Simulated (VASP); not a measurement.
# EuMo (F-43m) in VASP: further runs, part 2 of 2

VASP 6.6.1. The steps go on from the part before.

**4. Relaxation of cell and atoms, PBE, collinear spin, ferromagnetic start**

INCAR reads:

```
SYSTEM = EuMo
  ALGO = Normal
  EDIFF = 1E-6
  EDIFFG = -0.04
  ENCUT = 600
  GGA = PE
  IBRION = 2
  ISIF = 3
  ISMEAR = 0
  ISPIN = 2
  LASPH = .True.
  LCHARG = .False.
  LMAXMIX = 6
  LORBIT = 11
  LREAL = .False.
  LWAVE = .False.
  MAGMOM = 7 0
  NELM = 150
  NSW = 90
  PREC = Accurate
  SIGMA = 0.1
```

KPOINTS reads:

```
k-points
0
Gamma
  6 6 6
  0 0 0
```

POSCAR reads:

```
EuMo
1.0
    0.0000000000      2.9065556100      2.9065556100
    2.9065556100      0.0000000000      2.9065556100
    2.9065556100      2.9065556100      0.0000000000
Eu Mo
1 1
Direct
    0.0000000000      0.0000000000      0.0000000000
    0.7500000000      0.7500000000      0.7500000000
```

Potentials or basis: VASP PAW PBE potentials, release 64 (Eu, Mo_sv).

Launch:

```
cat potpaw_PBE.64/Eu/POTCAR potpaw_PBE.64/Mo_sv/POTCAR > POTCAR
mpirun -np 1 vasp_std > vasp.out
```

OUTCAR:

```text
SYSTEM = EuMo
   EDIFF = 1E-6
   EDIFFG = -0.04
   ENCUT = 600
   GGA = PE
   IBRION = 2
   ISIF = 3
   ISMEAR = 0
   ISPIN = 2
   LASPH = .True.
   LORBIT = 11
   LREAL = .False.
   NELM = 150
   NSW = 90
   PREC = Accurate

 ion  position               nearest neighbor table
   1  0.000  0.000  0.000-   2 2.52   2 2.52   2 2.52   2 2.52
   2  0.750  0.750  0.750-   1 2.52   1 2.52   1 2.52   1 2.52

  LATTYP: Found a face centered cubic cell.
 ALAT       =     5.8131112200

  Lattice vectors:

 A1 = (   0.0000000000,   2.9065556100,   2.9065556100)
 A2 = (   2.9065556100,   0.0000000000,   2.9065556100)
 A3 = (   2.9065556100,   2.9065556100,   0.0000000000)

Analysis of symmetry for initial positions (statically):
=====================================================================
 Subroutine PRICEL returns:
 Original cell was already a primitive cell.

 Routine SETGRP: Setting up the symmetry group for a
 face centered cubic supercell.

 Subroutine GETGRP returns: Found 24 space group operations
 (whereof 24 operations were pure point group operations)
 out of a pool of 48 trial point group operations.

The static configuration has the point symmetry T_d .

Analysis of symmetry for dynamics (positions and initial velocities):
=====================================================================
 Subroutine PRICEL returns:
[... 315 lines left out ...]

 val. band max:        3.9347495762   @ k =   0.1667   0.1667   0.0000
 cond. band min:       3.9940416319   @ k =  -0.3333   0.3333   0.0000
 fundamental gap:      0.0592920557
 Fermi energy:         3.9761762328

 spin component 1

 k-point     1 :       0.0000    0.0000    0.0000
  band No.  band energies     occupation
      1     -56.5915      1.00000
      2     -34.5118      1.00000
      3     -30.9160      1.00000
      4     -30.9160      1.00000
      5     -30.9160      1.00000
      6     -14.1499      1.00000
[... 859 lines left out ...]
--------------------------------------- Ionic step       12  -------------------------------------------

 number of electron      31.0000001 magnetization      -3.6475788

 Free energy of the ion-electron system (eV)
  ---------------------------------------------------
  ext. energy  EPLUGINS =         0.00000000
  ---------------------------------------------------
  free energy    TOTEN  =       -17.63382775 eV

  energy without entropy =      -17.62664202  energy(sigma->0) =      -17.63023488

 E-fermi :   3.8123     XC(G=0):  -9.8989

 val. band max:        3.8118945762   @ k =   0.1667   0.1667   0.0000
 cond. band min:       3.8621892728   @ k =  -0.3333   0.3333   0.0000
 fundamental gap:      0.0502946965
 Fermi energy:         3.8123136618

 spin component 1

 k-point     1 :       0.0000    0.0000    0.0000
  band No.  band energies     occupation
      1     -56.7767      1.00000
      2     -34.6668      1.00000
      3     -31.0944      1.00000
      4     -31.0944      1.00000
      5     -31.0944      1.00000
      6     -14.3003      1.00000
[... 853 lines left out ...]
  FREE ENERGIE OF THE ION-ELECTRON SYSTEM (eV)
  ---------------------------------------------------
  free  energy   TOTEN  =       -17.6338277480 eV

  energy  without entropy=      -17.6266420166  energy(sigma->0) =      -17.63023488

 reached required accuracy - stopping structural energy minimisation

 total charge

# of ion       s       p       d       f       tot
--------------------------------------------------
    1        2.075   5.645   0.719   6.517  14.956
    2        2.256   5.991   4.401   0.000  12.648
--------------------------------------------------
tot          4.331  11.635   5.120   6.517  27.604

 magnetization (x)

# of ion       s       p       d       f       tot
--------------------------------------------------
    1        0.029   0.129   0.009  -6.306  -6.138
    2        0.079   0.003   2.365   0.000   2.446
--------------------------------------------------
tot          0.108   0.132   2.374  -6.306  -3.692
```

CONTCAR:

```text
EuMo
   1.00000000000000
     0.0000000000000000    3.0885560997096269    3.0885560997096269
     3.0885560997096269    0.0000000000000000    3.0885560997096269
     3.0885560997096269    3.0885560997096269    0.0000000000000000
  Eu              Mo
     1     1
Direct
     0.0000000000000000    0.0000000000000000    0.0000000000000000
     0.7500000000000000    0.7500000000000000    0.7500000000000000

  0.00000000E+00  0.00000000E+00  0.00000000E+00
  0.00000000E+00  0.00000000E+00  0.00000000E+00
```

Wall time 21 min (1 thread of Intel Xeon 6975P-C (Granite Rapids), shared host); peak memory 0.34 GiB.

What came out:

```yaml
Free_energy: -17.6338 eV
Relaxed_volume: 29.46 Å³/atom
Relaxed_cell: a = 4.368 Å, b = 4.368 Å, c = 4.368 Å, α = 60.00°, β = 60.00°, γ = 60.00°
Space_group_after_relaxing_to_0.1_Å: F-43m (No. 216)
Pressure_after_relaxing: 0.0 GPa
Net_moment: -3.65 μB per cell
Site_moments: Eu -6.14; Mo +2.45 μB
Valence_electrons_inside_the_program's_atomic_spheres: Eu 14.96; Mo 12.65
```

Final structure:
```
Eu Mo
1.0
     0.00000    3.08856    3.08856
     3.08856    0.00000    3.08856
     3.08856    3.08856    0.00000
Eu Mo
1 1
Direct
  0.00000 0.00000 0.00000
  0.75000 0.75000 0.75000
```

Levels at points of the mesh, in eV from the Fermi level:
Spin up:
```tsv
k point	band 12	band 13	band 14	band 15	band 16	band 17
(0.00, 0.00, 0.00)	-0.53	-0.53	-0.53	2.75	2.75	2.75
(0.50, 0.00, 0.00)	-1.13	-0.93	-0.93	1.19	3.27	3.27
(0.50, 0.50, 0.00)	-1.03	-0.62	0.66	0.90	3.57	3.57
```
Spin down:
```tsv
k point	band 14	band 15	band 16	band 17	band 18	band 19	band 20	band 21
(0.00, 0.00, 0.00)	-0.75	-0.75	-0.75	-0.50	-0.50	0.75	0.75	0.75
(0.50, 0.00, 0.00)	-0.79	-0.79	-0.74	-0.17	-0.17	-0.07	0.62	0.62
(0.50, 0.50, 0.00)	-0.78	-0.78	-0.77	-0.71	0.78	0.78	1.44	1.49
```

Caveat: the volume moved by over 15 % at a fixed basis, so the end points are rough; spin-orbit coupling is left out, which moves the levels of the heavy elements; semilocal functionals describe open f shells poorly, which spoils levels, moments and volumes. The state reached can hang on the start; a lower one may exist.

**5. The runs side by side**

| task | cell | cutoff (eV) | gap on the mesh (eV) | pressure (GPa) | moment (μB) |
| --- | --- | --- | --- | --- | --- |
| single point | a = 4.110 Å, angles 60.0°, 2 atoms | 520 | none | 6.6 | 4.08 |
| single point | a = 4.328 Å, angles 60.0°, 2 atoms | 520 | none | 0.6 | 3.69 |
| relaxation of cell and atoms | relaxed from a = 4.110 Å, angles 60.0°, 2 atoms | 600 | none | 0.0 | 3.65 |

Alike in all rows: level PBE; potentials or basis VASP PAW PBE potentials, release 64 (Eu, Mo_sv); spin collinear, ferromagnetic start; k mesh 6 × 6 × 6; smearing gaussian 0.1 eV.

Caveats: spin-orbit coupling is left out, which moves the levels of the heavy elements; semilocal functionals describe open f shells poorly, which spoils levels, moments and volumes; the cell stands under pressure (at least some runs); the volume moved by over 15 % at a fixed basis, so the end points are rough (at least some runs).

Absolute energies hang on the potentials; compare differences alone.
